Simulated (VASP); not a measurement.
Here is a VASP 6.6.1 calculation.

Contents of INCAR:

```
PREC = Accurate ; ENCUT = 520
EDIFF = 1E-7 ; ISMEAR = 0
SIGMA = 0.01 ; LREAL = F
LASPH = T ; NELM = 100
ALGO = Normal ; ISIF = 2
LWAVE = F ; LCHARG = T
LELF = T ; LVHAR = T
NBANDS = 16
```

The input KPOINTS:

```
regular mesh
0
Gamma
  8 8 8
```

The input POSCAR:

```
InP
1.0
    2.8652658291      2.8652658291      0.0000000000
   -2.8652658291      2.8652658291      0.0000000000
    0.0000000000      2.8652658291      2.8652658291
In P
1 1
Direct
    0.0000000000      0.0000000000      0.0000000000
    0.7500000000      0.2500000000      0.5000000000
```

Potentials or basis: VASP PAW LDA potentials, release 64 (In_d, P).

Launch:

```sh
$ cat potpaw_LDA.64/In_d/POTCAR potpaw_LDA.64/P/POTCAR > POTCAR
$ mpirun -np 1 vasp_std > vasp.out
```

(1) What does it give for the pressure?

(2) Predict the band gap on the k mesh.

## Answers

(1) 4.0 GPa.

(2) 0.87 eV, direct.

Caveat: spin-orbit coupling is left out, which moves the levels of the heavy elements.
